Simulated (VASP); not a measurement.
# WC (P1) in VASP: a series of runs, part 2 of 2

VASP 6.6.1. The steps go on from the part before.

## Step 3: Single point, PBE+D3(BJ)

Contents of INCAR:

```
SYSTEM = WC
PREC     = Accurate       ! precision mode
ENCUT    = 520            ! plane-wave cutoff, eV
EDIFF    = 1E-6           ! SCF threshold, eV
ISMEAR   = -1             ! smearing method
SIGMA    = 0.17           ! smearing width, eV
LREAL    = Auto         
LASPH    = .True.         ! aspherical terms in the spheres
NELM     = 80             ! most SCF steps
ALGO     = Normal         ! electronic algorithm
ISIF     = 2              ! what is computed and relaxed
LWAVE    = .False.        ! write WAVECAR
LCHARG   = .False.        ! write CHGCAR
GGA      = PE             ! functional
IVDW     = 12             ! dispersion correction
NBANDS   = 86             ! bands
```

Contents of KPOINTS:

```
Automatic mesh
0
Gamma
  2 2 2
  0 0 0
```

Contents of POSCAR:

```
WC
1.0
   -3.0267750000     -5.2425280000      0.0000000000
    4.5401630000     -2.6212640000      0.0000000000
    0.0000000000      0.0000000000      5.9236370000
W C
8 8
Direct
    0.7563410292      0.5092050921      0.0199370758
    0.7578568174      0.4986962072      0.5127255434
    0.4893140797      0.0006703776     -0.0047268258
    0.4831363969     -0.0126107438      0.5046055320
    0.2486647043      0.4977248857      0.0044736030
    0.2514839434      0.5041416603      0.5027485648
    0.0163248949      0.0088569031     -0.0118339459
   -0.0021780280     -0.0106367108      0.4773756393
    0.4771549062      0.6474746702      0.2415239151
    0.5150811699      0.6815690996      0.7474799688
    0.2367670759      0.1702010844      0.2361555916
    0.2330954872      0.1574013077      0.7375029901
   -0.0108346732      0.7029055745      0.2405954315
    0.0194522972      0.6797944759      0.7370471891
    0.7379814384      0.1794217010      0.2305171637
    0.7770724370      0.1750209025      0.7480708220
```

Potentials or basis: VASP PAW PBE potentials, release 64 (W_sv, C).

Started as:

```bash
$ cat potpaw_PBE.64/W_sv/POTCAR potpaw_PBE.64/C/POTCAR > POTCAR
$ mpirun -np 1 vasp_std > vasp.out
```

OUTCAR:

```text
SYSTEM = WC
   PREC = Accurate
   ENCUT = 520
   EDIFF = 1E-6
   ISMEAR = -1
   LREAL = Auto
   LASPH = .True.
   NELM = 80
   ISIF = 2
   GGA = PE
   IVDW = 12
 IVDW          = 12

 ion  position               nearest neighbor table
   1  0.756  0.509  0.020-  15 2.13  13 2.17   9 2.26  10 2.36  16 2.38  14 2.48   2 2.92   5 2.98
                             2 3.01   3 3.05   7 3.06   7 3.06   5 3.08   3 3.12
   2  0.758  0.499  0.513-  16 2.20  10 2.24  14 2.27  15 2.37  13 2.39   9 2.47   1 2.92   8 2.96
                             6 2.99   1 3.01   8 3.05   4 3.05   6 3.07   4 3.15
   3  0.489  0.001  0.995-  10 2.23  15 2.26  11 2.27  12 2.33   9 2.36  16 2.45   7 2.86   4 2.91
                             5 2.99   5 3.01   4 3.02   1 3.05   1 3.12   7 3.19
   4  0.483  0.987  0.505-  10 2.16  12 2.23   9 2.37  11 2.38  15 2.46  16 2.49   6 2.90   3 2.91
                             8 2.94   3 3.02   6 3.05   2 3.05   8 3.12   2 3.15
   5  0.249  0.498  0.004-   9 2.12  11 2.20  14 2.31  13 2.36  12 2.39  10 2.42   7 2.93   6 2.95
                             6 2.97   1 2.98   3 2.99   3 3.01   7 3.03   1 3.08
   6  0.251  0.504  0.503-  14 2.18   9 2.20  12 2.29  10 2.35  11 2.36  13 2.45   4 2.90   5 2.95
                             5 2.97   8 2.98   2 2.99   4 3.05   2 3.07   8 3.11
   7  0.016  0.009  0.988-  12 2.13  11 2.16  13 2.20  16 2.21  14 2.28  15 2.39   3 2.86   8 2.90
                             5 2.93   5 3.03   8 3.03   1 3.06   1 3.06   3 3.19
[... 911 lines left out ...]
------------------------ aborting loop because EDIFF is reached ----------------------------------------

 Edisp (eV)   -6.50230

 E8    (eV) :    -2.9788

  FORCE on cell =-STRESS in cart. coord.  units (eV):
  Direction    XX          YY          ZZ          XY          YZ          ZX
  --------------------------------------------------------------------------------------
  -------------------------------------------------------------------------------------
  Total     -35.97625   -34.54620   -44.97935    -1.89703     0.37034    -0.02887
  in kB    -306.61060  -294.42284  -383.34023   -16.16757     3.15627    -0.24606
  external pressure =     -328.12 kB  Pullay stress =        0.00 kB

 VOLUME and BASIS-vectors are now :
 -----------------------------------------------------------------------------
  energy-cutoff  :      520.00
  volume of cell :      187.99
      direct lattice vectors                 reciprocal lattice vectors
    -3.026775000 -5.242528000  0.000000000    -0.082596156 -0.143060756  0.000000000
     4.540163000 -2.621264000  0.000000000     0.165192312 -0.095373827  0.000000000
     0.000000000  0.000000000  5.923637000     0.000000000  0.000000000  0.168815206

 POSITION                                       TOTAL-FORCE (eV/Angst)
 -----------------------------------------------------------------------------------
      0.02260     -5.29990      0.11810         0.174217      0.698298     -2.242086
     -0.02970     -5.28030      3.03720         0.558045      0.587734     -0.840428
     -1.47800     -2.56700      5.89564        -0.479614     -1.000880      0.486281
      3.02056     -5.12106      2.98910         0.508936     -1.992291     -0.936482
      1.50710     -2.60830      0.02650         0.663891     -0.249375     -1.112112
      1.52770     -2.63990      2.97810        -0.602345      0.414510     -0.209550
[... 8 lines left out ...]
     -1.41910     -4.33920      1.36550        -0.802777      0.088507      1.023175
     -1.55740     -4.53260      4.43130         0.635093      1.257994     -0.272447
 -----------------------------------------------------------------------------------
    total drift:                                0.017819     -0.003177     -0.013496

  FREE ENERGIE OF THE ION-ELECTRON SYSTEM (eV)
  ---------------------------------------------------
  free  energy   TOTEN  =      -181.6818472552 eV

  energy  without entropy=     -181.2532691922  energy(sigma->0) =     -181.46755822
```

OSZICAR:

```text
N       E                     dE             d eps       ncg     rms          rms(c)
DAV:   1     0.186395522416E+04    0.18640E+04   -0.78414E+04  1384   0.188E+03
DAV:   2    -0.130769381459E+02   -0.18770E+04   -0.18196E+04  1384   0.595E+02
DAV:   3    -0.191937878447E+03   -0.17886E+03   -0.16957E+03  1678   0.160E+02
DAV:   4    -0.200101511435E+03   -0.81636E+01   -0.80087E+01  1624   0.309E+01
DAV:   5    -0.200378702981E+03   -0.27719E+00   -0.27590E+00  1720   0.535E+00    0.735E+01
DAV:   6    -0.176433789907E+03    0.23945E+02   -0.17782E+02  1700   0.397E+01    0.197E+01
DAV:   7    -0.175445578778E+03    0.98821E+00   -0.13528E+01  1696   0.122E+01    0.119E+01
DAV:   8    -0.175333035157E+03    0.11254E+00   -0.25622E+00  1728   0.805E+00    0.375E+00
DAV:   9    -0.175181022038E+03    0.15201E+00   -0.61940E-01  1728   0.364E+00    0.801E-01
DAV:  10    -0.175180013049E+03    0.10090E-02   -0.69712E-02  1736   0.127E+00    0.492E-01
DAV:  11    -0.175179693069E+03    0.31998E-03   -0.11300E-02  1768   0.573E-01    0.265E-01
DAV:  12    -0.175179574695E+03    0.11837E-03   -0.25825E-03  1744   0.330E-01    0.999E-02
DAV:  13    -0.175179555078E+03    0.19617E-04   -0.69180E-04  1776   0.162E-01    0.378E-02
DAV:  14    -0.175179553051E+03    0.20269E-05   -0.11110E-04  1760   0.653E-02    0.282E-02
DAV:  15    -0.175179548903E+03    0.41477E-05   -0.19983E-05  1784   0.271E-02    0.143E-02
DAV:  16    -0.175179545975E+03    0.29276E-05   -0.91900E-06  1720   0.160E-02    0.408E-03
DAV:  17    -0.175179545597E+03    0.37880E-06   -0.89670E-07   904   0.707E-03
   1 F= -.18168185E+03 E0= -.18146756E+03  d E =-.428578E+00
```

It took 6.9 min on 1 thread of Intel Xeon 8259CL, shared host; peak memory 0.33 GiB.

What came out:

```
Free energy                : -181.6818 eV
Pressure                   : -32.8 GPa
Largest force              : 3.552 eV/Å
Band gap on the k mesh     : zero (bands 72 and 73 overlap by 0.04 eV)
Dispersion energy per atom : -0.406 eV
```

Forces in eV/Å, atoms in the order of the input:
```
W    0.174  0.698 -2.242
W    0.558  0.588 -0.840
W   -0.480 -1.001  0.486
W    0.509 -1.992 -0.936
W    0.664 -0.249 -1.112
W   -0.602  0.415 -0.210
W    1.100  2.471  0.263
W    2.158 -1.019  2.631
C    0.630 -1.968  0.522
C   -0.735  1.019  0.225
C   -0.469 -0.498  0.532
C   -0.454 -2.057 -0.212
C   -2.634  1.199 -0.217
C   -0.252  1.047  0.358
C   -0.803  0.089  1.023
C    0.635  1.258 -0.272
```

Stress tensor (GPa, compression positive):
```
-30.66  -1.62  -0.02
 -1.62 -29.44   0.32
 -0.02   0.32 -38.33
```

Levels at points of the mesh, in eV from the Fermi level:
| k point | band 68 | band 69 | band 70 | band 71 | band 72 | band 73 | band 74 | band 75 | band 76 | band 77 |
| --- | --- | --- | --- | --- | --- | --- | --- | --- | --- | --- |
| (0.00, 0.00, 0.00) | -0.90 | -0.85 | -0.64 | -0.54 | -0.36 | 0.02 | 0.46 | 0.55 | 1.38 | 1.65 |
| (0.50, 0.00, 0.00) | -1.60 | -1.02 | -0.88 | -0.28 | 0.06 | 0.31 | 0.40 | 0.56 | 0.72 | 1.29 |
| (0.00, 0.50, 0.00) | -1.81 | -0.86 | -0.76 | -0.25 | -0.12 | 0.72 | 0.94 | 1.38 | 1.57 | 1.79 |
| (0.50, 0.50, 0.00) | -1.75 | -1.66 | -1.52 | -1.39 | -1.29 | 1.05 | 1.25 | 1.33 | 1.40 | 1.68 |
| (0.00, 0.00, 0.50) | -1.35 | -1.28 | -1.07 | -0.15 | -0.09 | 0.17 | 0.33 | 0.58 | 0.63 | 2.08 |
| (0.50, 0.00, 0.50) | -1.38 | -1.25 | -1.18 | -1.02 | -0.92 | 0.09 | 0.21 | 0.40 | 0.54 | 1.98 |
| (0.00, 0.50, 0.50) | -1.63 | -1.42 | -1.33 | -1.07 | -0.94 | 0.49 | 0.63 | 0.71 | 0.90 | 2.04 |
| (0.50, 0.50, 0.50) | -1.73 | -1.62 | -1.52 | -1.36 | -1.30 | 0.80 | 0.91 | 1.07 | 1.24 | 1.25 |

Caveat: the k points lie up to 0.60 Å⁻¹ apart; the atoms stand as in a frame of molecular dynamics; spin-orbit coupling is left out, which moves the levels of the heavy elements; forces of over 1 eV/Å act on the atoms, so gaps and moduli don't describe the material at rest.

## Step 4: Single point, PBE+D3(BJ)

Contents of INCAR:

```
SYSTEM = WC
PREC = Accurate ; ENCUT = 520
EDIFF = 1E-6 ; ISMEAR = -1
SIGMA = 0.17 ; LREAL = Auto
LASPH = .TRUE. ; NELM = 80
ALGO = Normal ; ISIF = 2
LWAVE = .FALSE. ; LCHARG = .FALSE.
GGA = PE ; IVDW = 12
NBANDS = 86
```

Contents of KPOINTS:

```
regular mesh
0
G
  2 2 2
  0 0 0
```

Contents of POSCAR:

```
WC
1.0
   -3.0267750000     -5.2425280000      0.0000000000
    4.5401630000     -2.6212640000      0.0000000000
    0.0000000000      0.0000000000      5.9236370000
W C
8 8
Direct
    0.7440386190      0.5119502297     -0.0195656824
    0.7268716995      0.4892505155      0.4858332811
    0.5289453729      0.0086557753      0.0242925081
    0.5112669485      0.0165831091      0.5097881589
    0.2526655357      0.4782783629     -0.0117664199
    0.2445488110      0.5034388033      0.4870825137
   -0.0006259816     -0.0347993465      0.0052501529
   -0.0053593580      0.0205231462      0.5170303312
    0.4770599937      0.6662433182      0.2561433120
    0.5298050962      0.7123975108      0.7541650510
    0.2404456862      0.1636450039      0.2654112668
    0.2375812104      0.1477050203      0.7317295101
   -0.0166499192      0.7162527955      0.2643814940
   -0.0259981050      0.6494942110      0.7303621069
    0.7363878517      0.1787557715      0.2604987443
    0.7854716276      0.1929767468      0.7688182108
```

Started as:

```bash
$ cat potpaw_PBE.64/W_sv/POTCAR potpaw_PBE.64/C/POTCAR > POTCAR
$ mpirun -np 1 vasp_std > vasp.out
```

Run time: 7.4 min. Hardware: 1 thread of Intel Xeon 8259CL, shared host; peak memory 0.33 GiB.

Results (log left out):

- Free energy: -179.6771 eV
- Pressure: -28.8 GPa
- Largest force: 3.931 eV/Å
- Band gap on the k mesh: zero (filled and empty bands overlap)
- Dispersion energy per atom: -0.406 eV

Forces on the atoms (eV/Å):
```
W   -0.301  0.248  2.161
W    1.633 -3.190  1.284
W    1.092  2.837 -2.052
W   -0.177  2.353 -0.178
W    1.315 -0.299  0.590
W    0.494  0.788  1.224
W    2.615 -2.805 -0.865
W   -1.504  0.720 -2.187
C   -0.195 -1.154 -0.510
C   -1.194  2.218 -0.219
C    0.255 -0.601 -0.985
C    0.546 -2.397  1.785
C   -3.393  1.921  0.084
C   -0.204 -2.319  0.818
C   -0.799 -0.824 -0.318
C   -0.184  2.505 -0.630
```

Stress tensor (GPa, compression positive):
```
-27.11  -0.25  -0.23
 -0.25 -25.80   0.54
 -0.23   0.54 -33.48
```

Levels at points of the mesh, in eV from the Fermi level:
```tsv
k point	band 70	band 71	band 72	band 73	band 74	band 75
(0.00, 0.00, 0.00)	-0.58	-0.46	-0.29	0.12	0.27	0.48
(0.50, 0.00, 0.00)	-0.75	-0.34	0.12	0.24	0.27	0.43
(0.00, 0.50, 0.00)	-0.59	-0.22	-0.15	0.81	0.90	1.20
(0.50, 0.50, 0.00)	-1.44	-1.04	-0.92	0.98	1.08	1.14
(0.00, 0.00, 0.50)	-1.06	-0.14	-0.10	0.20	0.28	0.60
(0.50, 0.00, 0.50)	-0.99	-0.87	-0.63	0.11	0.23	0.42
(0.00, 0.50, 0.50)	-1.25	-1.07	-0.85	0.44	0.61	0.74
(0.50, 0.50, 0.50)	-1.27	-1.16	-1.04	0.43	0.74	0.81
```

Caveat: the k points lie up to 0.60 Å⁻¹ apart; spin-orbit coupling is left out, which moves the levels of the heavy elements; forces of over 1 eV/Å act on the atoms, so gaps and moduli don't describe the material at rest.

## Step 5: Overview

```tsv
cell	gap on the mesh (eV)	pressure (GPa)	largest force (eV/Å)
as given, atomic positions A	none	-30.3	4.02
as given, atomic positions B	none	-32.8	3.55
as given, atomic positions C	none	-28.8	3.93
```

Alike in all rows: task single point; level PBE+D3(BJ); potentials or basis VASP PAW PBE potentials, release 64 (W_sv, C); no spin polarisation; k mesh 2 × 2 × 2; cutoff (eV) 520; smearing fermi-dirac 0.17 eV.

Caveats: all runs use coarse meshes; spin-orbit coupling is left out, which moves the levels of the heavy elements; forces of over 1 eV/Å act on the atoms, so gaps and moduli don't describe the material at rest; the atoms stand as in a frame of molecular dynamics (at least some runs).

Absolute energies hang on the potentials; compare differences alone.
